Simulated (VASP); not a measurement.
## ZnCd3Te2: single point with PBE

Crystal: ZnCd3Te2.

```xyz
6
Lattice="6.1970 0.0000 0.0000 -3.0985 5.3668 0.0000 0.0000 0.0000 4.3526" Properties=species:S:1:pos:R:3 pbc="T T T"
Zn    0.0000    0.0000    3.8686
Cd    1.5493    2.6834    2.0001
Cd    3.0985    0.0000    2.0001
Cd   -1.5493    2.6834    2.0001
Te    3.0985    1.7889    4.1922
Te    0.0000    3.5779    4.1922
```

The cell was built from a structure type or drawn by symmetry, and may not be a known phase.

```json
{
 "Program": "VASP 6.6.1",
 "Task": "single point",
 "Functional": "PBE",
 "Potentials or basis": "VASP PAW PBE potentials, release 64 (Zn, Cd, Te)",
 "Cutoff": "520 eV",
 "k mesh": "3 × 3 × 4",
 "Occupations": "gaussian, width 0.1 eV",
 "Spin": "no spin polarisation"
}
```

```json
{
 "Pressure": "15.8 GPa",
 "Largest force": "0.223 eV/Å",
 "Band gap on the k mesh": "zero (bands 30 and 31 overlap by 1.44 eV)"
}
```

Forces in eV/Å, atoms in the order of the input:
```
Zn   0.000  0.000 -0.223
Cd   0.000  0.000  0.067
Cd   0.000  0.000  0.067
Cd   0.000  0.000  0.067
Te   0.000  0.000  0.011
Te   0.000  0.000  0.011
```

Stress tensor (GPa, compression positive):
```
14.65  0.00  0.00
 0.00 14.65  0.00
 0.00  0.00 17.95
```

Levels at points of the mesh, in eV from the Fermi level:
```tsv
k point	band 26	band 27	band 28	band 29	band 30	band 31	band 32	band 33	band 34	band 35
(0.00, 0.00, 0.00)	-3.19	-3.19	-3.09	-1.12	-0.29	0.94	2.77	2.77	3.64	3.64
(0.00, 0.00, 0.50)	-4.44	-1.92	-1.28	-1.28	-1.03	-1.03	0.35	0.35	1.46	4.83
```

It took 64 s on 1 thread of Intel(R) Xeon(R) Platinum 8488C (Sapphire Rapids), on a shared host, peak memory 0.27 GiB.

Caveat: the k points lie up to 0.39 Å⁻¹ apart, too coarse for converged energies and pressures of a metal; spin-orbit coupling is left out, which moves the levels of the heavy elements.
